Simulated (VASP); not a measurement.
Write the native input for VASP 6.6.1 that does the following.

- Task: electric field gradients
- Functional: PBE
- Potentials or basis: VASP PAW PBE potentials, release 64 (Al, N)
- Cutoff: 520 eV
- k mesh: 10 × 10 × 10
- Occupations: fermi-dirac, width 0.02 eV
- Spin: no spin polarisation
- Dipole correction: no
- Further INCAR settings: ALGO = Normal; EDIFF = 1e-08; NBANDS = 11

The structure of AlN lies in POSCAR:

```
AlN
1.0
    0.0000000000      1.9512669932      1.9512669932
    1.9512669932      0.0000000000      1.9512669932
    1.9512669932      1.9512669932      0.0000000000
Al N
1 1
Direct
    0.0000000000      0.0000000000      0.0000000000
    0.5000000000      0.5000000000      0.5000000000
```

This cell differs from its parent crystal: volume scaled by 0.96.

One way to write it, as run:

INCAR

```
PREC = Accurate
ENCUT = 520
EDIFF = 1E-8
ISMEAR = -1
SIGMA = 0.02
LREAL = F
LASPH = T
NELM = 100
ALGO = Normal
ISIF = 2
LWAVE = F
LCHARG = F
GGA = PE
LEFG = T
NBANDS = 11
```

KPOINTS

```
Automatic mesh
0
Gamma
  10 10 10
```

Potentials or basis: VASP PAW PBE potentials, release 64 (Al, N).

Run with:

```console
$ cat potpaw_PBE.64/Al/POTCAR potpaw_PBE.64/N/POTCAR > POTCAR
$ mpirun -np 1 vasp_std > vasp.out
```

Results of the run:

| Property | Result |
| --- | --- |
| Pressure | 40.6 GPa |
| Band gap on the k mesh | 5.10 eV, indirect (least direct gap 7.30 eV) |

Caveat: without QUAD_EFG the Cq values of the log hold for a quadrupole moment of 1 mb, not for the nuclei.

Wall time 12 s on 1 thread of AMD EPYC 9R45 (Zen 5), on a shared host, peak memory 0.1 GiB.
